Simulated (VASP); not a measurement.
# Ga2P (P-4m2) in VASP: notebook

Runs on Ga2P. Level: PBE. Tasks: single point, relaxation of cell and atoms.

Everything below comes from runs of VASP 6.6.1. Logs are shortened: lines on timing, memory, paths and dates and some standing lists are left out, and cuts for length are marked.

## (1) The cell of the first run

It takes space group P-4m2 (No. 115, tetragonal). Conventional cell: a = 3.759 Å, b = 3.759 Å, c = 3.801 Å, α = 90.00°, β = 90.00°, γ = 90.00°. Within 2.8 Å of Ga (site symmetry 2mm) lie 2 P at 2.12 Å. Within 2.8 Å of P (site symmetry -4m2) lie 4 Ga at 2.12 Å.

The cell was generated, and may not be a known phase.

## (2) Single point, PBE

Input file INCAR:

```
SYSTEM = Ga2P
  ALGO = Normal
  EDIFF = 1E-6
  ENCUT = 520
  GGA = PE
  ISIF = 2
  ISMEAR = 0
  LASPH = .True.
  LCHARG = .False.
  LREAL = .False.
  LWAVE = .False.
  NBANDS = 22
  NELM = 60
  PREC = Accurate
  SIGMA = 0.1
```

Input file KPOINTS:

```
k-points
0
Gamma
  4 4 4
  0 0 0
```

Input file POSCAR:

```
Ga2P
1.0
    3.7586196400      0.0000000000      0.0000000000
    0.0000000000      3.7586196400      0.0000000000
    0.0000000000      0.0000000000      3.8006101000
Ga P
2 1
Direct
    0.5000000000      0.0000000000      0.7413226400
    0.0000000000      0.5000000000      0.2586773600
    0.0000000000      0.0000000000      0.0000000000
```

Potentials or basis: VASP PAW PBE potentials, release 64 (Ga_d, P).

On the command line:

```bash
$ cat potpaw_PBE.64/Ga_d/POTCAR potpaw_PBE.64/P/POTCAR > POTCAR
$ mpirun -np 1 vasp_std > vasp.out
```

OUTCAR:

```text
SYSTEM = Ga2P
   EDIFF = 1E-6
   ENCUT = 520
   GGA = PE
   ISIF = 2
   ISMEAR = 0
   LASPH = .True.
   LREAL = .False.
   NELM = 60
   PREC = Accurate

 ion  position               nearest neighbor table
   1  0.500  0.000  0.741-   3 2.12   3 2.12
   2  0.000  0.500  0.259-   3 2.12   3 2.12
   3  0.000  0.000  0.000-   1 2.12   2 2.12   2 2.12   1 2.12

  LATTYP: Found a simple tetragonal cell.
 ALAT       =     3.7586196400
 C/A-ratio  =     1.0111717769

  Lattice vectors:

 A1 = (   3.7586196400,   0.0000000000,   0.0000000000)
 A2 = (   0.0000000000,   3.7586196400,   0.0000000000)
 A3 = (   0.0000000000,   0.0000000000,   3.8006101000)

Analysis of symmetry for initial positions (statically):
=====================================================================
 Subroutine PRICEL returns:
 Original cell was already a primitive cell.

 Routine SETGRP: Setting up the symmetry group for a
 simple tetragonal supercell.

 Subroutine GETGRP returns: Found  8 space group operations
 (whereof  8 operations were pure point group operations)
 out of a pool of 16 trial point group operations.

The static configuration has the point symmetry D_2d.

Analysis of symmetry for dynamics (positions and initial velocities):
=====================================================================
 Subroutine PRICEL returns:
 Original cell was already a primitive cell.

 Routine SETGRP: Setting up the symmetry group for a
 simple tetragonal supercell.

 Subroutine GETGRP returns: Found  8 space group operations
 (whereof  8 operations were pure point group operations)
 out of a pool of 16 trial point group operations.

The dynamic configuration has the point symmetry D_2d.

 Subroutine INISYM returns: Found  8 space group operations
 (whereof  8 operations are pure point group operations),
 and found     1 'primitive' translations

----------------------------------------------------------------------------------------

                                     Primitive cell

  volume of cell :      53.6921

  direct lattice vectors                    reciprocal lattice vectors
     3.758619640  0.000000000  0.000000000     0.266055120  0.000000000  0.000000000
     0.000000000  3.758619640  0.000000000     0.000000000  0.266055120  0.000000000
     0.000000000  0.000000000  3.800610100     0.000000000  0.000000000  0.263115651

  length of vectors
     3.758619640  3.758619640  3.800610100     0.266055120  0.266055120  0.263115651

  position of ions in fractional coordinates (direct lattice)
     0.500000000  0.000000000  0.741322640
     0.000000000  0.500000000  0.258677360
     0.000000000  0.000000000  0.000000000

  ion indices of the primitive-cell ions
   primitive index   ion index
                 1           1
                 2           2
                 3           3

----------------------------------------------------------------------------------------

 KPOINTS: k-points

Automatic generation of k-mesh.
 Grid dimensions read from file:
 generate k-points for:    4    4    4

 Generating k-lattice:

  Cartesian coordinates                     Fractional coordinates (reciprocal lattice)
     0.066513780  0.000000000  0.000000000     0.250000000  0.000000000  0.000000000
     0.000000000  0.066513780  0.000000000     0.000000000  0.250000000  0.000000000
     0.000000000  0.000000000  0.065778913     0.000000000  0.000000000  0.250000000

  Length of vectors
     0.066513780  0.066513780  0.065778913

  Shift w.r.t. Gamma in fractional coordinates (k-lattice)
     0.000000000  0.000000000  0.000000000

 Subroutine IBZKPT returns following result:
 ===========================================

 Found     18 irreducible k-points:

 Following reciprocal coordinates:
            Coordinates               Weight
  0.000000  0.000000  0.000000      1.000000
  0.250000  0.000000  0.000000      4.000000
  0.500000  0.000000  0.000000      2.000000
  0.250000  0.250000  0.000000      4.000000
  0.500000  0.250000  0.000000      4.000000
  0.500000  0.500000  0.000000      1.000000
[... 10 lines left out ...]
  0.500000  0.250000  0.500000      4.000000
  0.500000  0.500000  0.500000      1.000000
   k-points           NKPTS =     18   k-points in BZ     NKDIM =     18   number of bands    NBANDS=     22
   number of dos      NEDOS =    301   number of ions     NIONS =      3
   total plane-waves  NPLWV =  21952
   dimension x,y,z NGX =    28 NGY =   28 NGZ =   28
   dimension x,y,z NGXF=    56 NGYF=   56 NGZF=   56
   ions per type =               2   1
   NGX,Y,Z   is equivalent  to a cutoff of  12.38, 12.38, 12.25 a.u.
   NGXF,Y,Z  is equivalent  to a cutoff of  24.77, 24.77, 24.50 a.u.
 SYSTEM =  Ga2P
   PREC   = accura    normal or accurate (medium, high low for compatibility)
   ISTART =      0    job   : 0-new  1-cont  2-samecut
   ICHARG =      2    charge: 1-file 2-atom 10-const
   ISPIN  =      1    spin polarized calculation?
   LNONCOLLINEAR =      F non collinear calculations
   LSORBIT =      F    spin-orbit coupling
   LASPH  =      T    aspherical Exc in radial PAW
   ENCUT  =  520.0 eV  38.22 Ry    6.18 a.u.   6.99  6.99  7.07*2*pi/ulx,y,z
   NELM   =     60;   NELMIN=  2; NELMDL= -5     # of ELM steps
   EDIFF  = 0.1E-05   stopping-criterion for ELM
   LREAL  =      F    real-space projection
   EDIFFG = 0.1E-04   stopping-criterion for IOM
   NSW    =      0    number of steps for IOM
   IBRION =     -1    ionic relax: 0-MD 1-quasi-New 2-CG
   NFREE  =      0    steps in history (QN), initial steepest desc. (CG)
   ISIF   =      2    stress and relaxation
   ISYM   =      2    0-nonsym 1-usesym 2-fastsym
   POTIM  = 0.5000    time-step for ionic-motion
   TEBEG  =    0.0;   TEEND  =   0.0 temperature during run
   PSTRESS=    0.0 pullay stress
   NELECT =      31.0000    total number of electrons
   NUPDOWN=      -1.0000    fix difference up-down
   EMIN   =  10.00;   EMAX   =-10.00  energy-range for DOS
   EFERMI =   0.00;   METHOD = LEGACY
   ISMEAR =     0;   SIGMA  =   0.10  broadening in eV -4-tet -1-fermi 0-gaus
   EFERMI_NEDOS =   21; number of points for ismear=-14 and -15
   IALGO  =     38    algorithm
   IMIX   =      4    mixing-type and parameters
     AMIX     =   0.40;   BMIX     =  1.00
     AMIX_MAG =   1.60;   BMIX_MAG =  1.00
  volume/ion in A,a.u.               =      17.90       120.78
  Fermi-wavevector in a.u.,A,eV,Ry     =   1.363197  2.576069 25.283798  1.858307
  Thomas-Fermi vector in A             =   2.489621
   LORBIT       =      0    0 simple, 1 ext, 2 COOP (PROOUT), +10 PAW based schemes
   GGA     = PE    functional components
   LHFCALC =     F    Hartree Fock is set to
   AEXX    =    0.0000 exact exchange contribution
   IVDW    =     0    specifies the selected vdW correction
   LEPSILON=     F    determine dielectric tensor
   LRPA    =     F    only Hartree local field effects (RPA)
 non-spin polarized calculation
 Gauss-broadening in eV      SIGMA  =   0.10
  energy-cutoff  :      520.00
  volume of cell :       53.69
 maximum number of plane-waves:      1472
 NGX is ok and might be reduce to    28
   NGX = 13   NGY = 13   NGZ = 15

 number of electron      31.0000009 magnetization

 Free energy of the ion-electron system (eV)
  ---------------------------------------------------
  ext. energy  EPLUGINS =         0.00000000
  ---------------------------------------------------
  free energy    TOTEN  =        -8.96781033 eV

  energy without entropy =       -8.95491059  energy(sigma->0) =       -8.96136046

 E-fermi :   6.4738     XC(G=0): -10.7346

 val. band max:        6.4418520647   @ k =   0.0000   0.0000   0.0000
 cond. band min:       6.4773715765   @ k =   0.0000   0.0000   0.2500
 fundamental gap:      0.0355195118
 Fermi energy:         6.4738383698

 k-point     1 :       0.0000    0.0000    0.0000
  band No.  band energies     occupation
      1      -9.6924      2.00000
      2      -9.1076      2.00000
      3      -9.1057      2.00000
      4      -9.1057      2.00000
      5      -8.9697      2.00000
      6      -8.9491      2.00000
[... 14 lines left out ...]
     21      14.0036      0.00000
     22      14.0036      0.00000

 k-point     2 :       0.2500    0.0000    0.0000
  band No.  band energies     occupation
      1      -9.5876      2.00000
      2      -9.0949      2.00000
      3      -9.0933      2.00000
      4      -9.0749      2.00000
      5      -8.9573      2.00000
      6      -8.9461      2.00000
[... 14 lines left out ...]
     21      13.5165      0.00000
     22      13.9169      0.00000

 k-point     3 :       0.5000    0.0000    0.0000
  band No.  band energies     occupation
      1      -9.5036      2.00000
      2      -9.0832      2.00000
      3      -9.0697      2.00000
      4      -9.0322      2.00000
      5      -8.9392      2.00000
      6      -8.9184      2.00000
[... 14 lines left out ...]
     21      14.3107      0.00000
     22      16.2926      0.00000

 k-point     4 :       0.2500    0.2500    0.0000
  band No.  band energies     occupation
      1      -9.5110      2.00000
      2      -9.1167      2.00000
      3      -9.0566      2.00000
      4      -9.0319      2.00000
      5      -8.9669      2.00000
      6      -8.9463      2.00000
[... 14 lines left out ...]
     21      12.4273      0.00000
     22      13.4125      0.00000

 k-point     5 :       0.5000    0.2500    0.0000
  band No.  band energies     occupation
      1      -9.4635      2.00000
      2      -9.0892      2.00000
      3      -9.0319      2.00000
      4      -9.0045      2.00000
      5      -8.9709      2.00000
      6      -8.9598      2.00000
[... 14 lines left out ...]
     21      13.4123      0.00000
     22      14.2640      0.00000

 k-point     6 :       0.5000    0.5000    0.0000
  band No.  band energies     occupation
      1      -9.4536      2.00000
      2      -9.0368      2.00000
      3      -9.0368      2.00000
      4      -8.9889      2.00000
      5      -8.9889      2.00000
      6      -8.9877      2.00000
[... 14 lines left out ...]
     21      12.5207      0.00000
     22      14.4542      0.00000

 k-point     7 :       0.0000    0.0000    0.2500
  band No.  band energies     occupation
      1      -9.6022      2.00000
      2      -9.1129      2.00000
      3      -9.1051      2.00000
      4      -9.1051      2.00000
      5      -8.9484      2.00000
      6      -8.9416      2.00000
[... 174 lines left out ...]
      6      -8.9270      2.00000
[... 14 lines left out ...]
     21      12.5498      0.00000
     22      14.8961      0.00000

 k-point    15 :       0.5000    0.0000    0.5000
  band No.  band energies     occupation
      1      -9.5648      2.00000
      2      -9.1591      2.00000
      3      -9.0292      2.00000
      4      -9.0118      2.00000
      5      -8.9951      2.00000
      6      -8.9425      2.00000
[... 14 lines left out ...]
     21      13.9818      0.00000
     22      14.0636      0.00000

 k-point    16 :       0.2500    0.2500    0.5000
  band No.  band energies     occupation
      1      -9.5133      2.00000
      2      -9.1363      2.00000
      3      -9.0653      2.00000
      4      -9.0342      2.00000
      5      -8.9588      2.00000
      6      -8.9334      2.00000
[... 14 lines left out ...]
     21      13.8290      0.00000
     22      14.9734      0.00000

 k-point    17 :       0.5000    0.2500    0.5000
  band No.  band energies     occupation
      1      -9.5196      2.00000
      2      -9.1229      2.00000
      3      -9.0288      2.00000
      4      -9.0017      2.00000
      5      -8.9795      2.00000
      6      -8.9309      2.00000
[... 14 lines left out ...]
     21      15.6792      0.00000
     22      17.5506      0.00000

 k-point    18 :       0.5000    0.5000    0.5000
  band No.  band energies     occupation
      1      -9.4956      2.00000
      2      -9.0272      2.00000
      3      -9.0272      2.00000
      4      -9.0231      2.00000
      5      -8.9427      2.00000
      6      -8.9427      2.00000
[... 14 lines left out ...]
     21      17.0290      0.00000
     22      17.3688      0.00000

------------------------ aborting loop because EDIFF is reached ----------------------------------------

  FORCE on cell =-STRESS in cart. coord.  units (eV):
  Direction    XX          YY          ZZ          XY          YZ          ZX
  --------------------------------------------------------------------------------------
  -------------------------------------------------------------------------------------
  Total        8.5346169      8.5346169      7.1414402      0.0000000      0.0000000     -0.0000000
  in kB      254.6739577    254.6739577    213.1014026      0.0000000      0.0000000     -0.0000000
  external PRESSURE =     240.8164393 kB  Pullay stress =       0.0000000 kB

 VOLUME and BASIS-vectors are now :
 -----------------------------------------------------------------------------
  energy-cutoff  :      520.00
  volume of cell :       53.69
      direct lattice vectors                 reciprocal lattice vectors
     3.758619640  0.000000000  0.000000000     0.266055120  0.000000000  0.000000000
     0.000000000  3.758619640  0.000000000     0.000000000  0.266055120  0.000000000
     0.000000000  0.000000000  3.800610100     0.000000000  0.000000000  0.263115651

 POSITION                                       TOTAL-FORCE (eV/Angst)
 -----------------------------------------------------------------------------------
      1.87931      0.00000      2.81748        -0.000000      0.000000     -3.839959
      0.00000      1.87931      0.98313         0.000000      0.000000      3.839959
      0.00000      0.00000      0.00000         0.000000     -0.000000     -0.000000
 -----------------------------------------------------------------------------------
    total drift:                                0.000000      0.000000      0.000000

  FREE ENERGIE OF THE ION-ELECTRON SYSTEM (eV)
  ---------------------------------------------------
  free  energy   TOTEN  =        -8.9678103335 eV

  energy  without entropy=       -8.9549105926  energy(sigma->0) =       -8.96136046
```

It took 7.5 s on 1 thread of Intel Xeon 6975P-C (Granite Rapids), shared host; peak memory 0.16 GiB.

Results:

```
Free energy            : -8.9678 eV
Pressure               : 24.1 GPa
Largest force          : 3.840 eV/Å
Band gap on the k mesh : zero (an odd number of electrons rules out a gap without spin polarisation)
```

Forces in eV/Å, atoms in the order of the input:
```
Ga   0.000  0.000 -3.840
Ga   0.000  0.000  3.840
P    0.000  0.000  0.000
```

Caveat: the k points lie up to 0.42 Å⁻¹ apart, too coarse for converged energies and pressures of a metal; forces of over 1 eV/Å act on the atoms, so gaps and moduli don't describe the material at rest.

## (3) Single point, PBE

This run uses another cell than the first one, of 20.27 Å³/atom.

Input file INCAR:

```
ALGO = Normal
EDIFF = 1E-6
ENCUT = 520
GGA = PE
ISIF = 2
ISMEAR = 0
LASPH = T
LCHARG = T
LELF = T
LREAL = F
LVHAR = T
LWAVE = F
NBANDS = 22
NELM = 60
PREC = Accurate
SIGMA = 0.1
```

Input file KPOINTS:

```
k-points
0
Gamma
  4 4 4
```

Input file POSCAR:

```
Ga2P
1.0
    3.7653001753      0.0000000000      0.0000000000
    0.0000000000      3.7653001753      0.0000000000
    0.0000000000      0.0000000000      4.2900473779
Ga P
2 1
Direct
    0.5000000000      0.0000000000      0.6465292808
    0.0000000000      0.5000000000      0.3534707192
    0.0000000000      0.0000000000      0.0000000000
```

Potentials or basis: VASP PAW PBE potentials, release 64 (Ga_d, P).

On the command line:

```bash
$ cat potpaw_PBE.64/Ga_d/POTCAR potpaw_PBE.64/P/POTCAR > POTCAR
$ mpirun -np 1 vasp_std > vasp.out
```

Wall time 8.7 s (1 thread of Intel Xeon 6975P-C (Granite Rapids), shared host); peak memory 0.17 GiB.

It converged, with:

| Property | Result |
| --- | --- |
| Free energy | -10.9986 eV |
| Pressure | 0.1 GPa |
| Largest force | 0.005 eV/Å |
| Band gap on the k mesh | zero (an odd number of electrons rules out a gap without spin polarisation) |

Forces on the atoms (eV/Å):
```
Ga   0.000  0.000 -0.005
Ga   0.000  0.000  0.005
P    0.000  0.000  0.000
```

Stress tensor (GPa, compression positive):
```
0.04 0.00 0.00
0.00 0.04 0.00
0.00 0.00 0.16
```

Levels at points of the mesh, in eV from the Fermi level:
```csv
k point,band 11,band 12,band 13,band 14,band 15,band 16,band 17,band 18,band 19,band 20
"(0.00, 0.00, 0.00)",-12.19,-4.69,-4.53,-2.09,-2.09,1.09,2.46,5.04,5.04,6.64
"(0.50, 0.00, 0.00)",-11.05,-7.44,-3.24,-2.28,-1.22,-0.43,1.81,3.40,3.56,5.68
"(0.50, 0.50, 0.00)",-10.01,-6.20,-6.20,-2.50,-1.87,1.03,1.03,1.11,3.65,3.65
"(0.00, 0.00, 0.50)",-11.23,-8.90,-1.06,-1.06,0.93,1.07,1.52,1.52,2.55,3.23
"(0.50, 0.00, 0.50)",-10.26,-6.88,-6.27,-4.30,-0.66,2.33,3.28,4.07,4.36,5.70
"(0.50, 0.50, 0.50)",-9.27,-5.41,-5.41,-4.89,-2.38,-2.38,-1.42,1.36,7.19,9.51
```

Caveat: the k points lie up to 0.42 Å⁻¹ apart, too coarse for converged energies and pressures of a metal.

(Part 1 of 2 ends here.)

The gap in the log of VASP goes by the Fermi energy; the results here count the filled bands.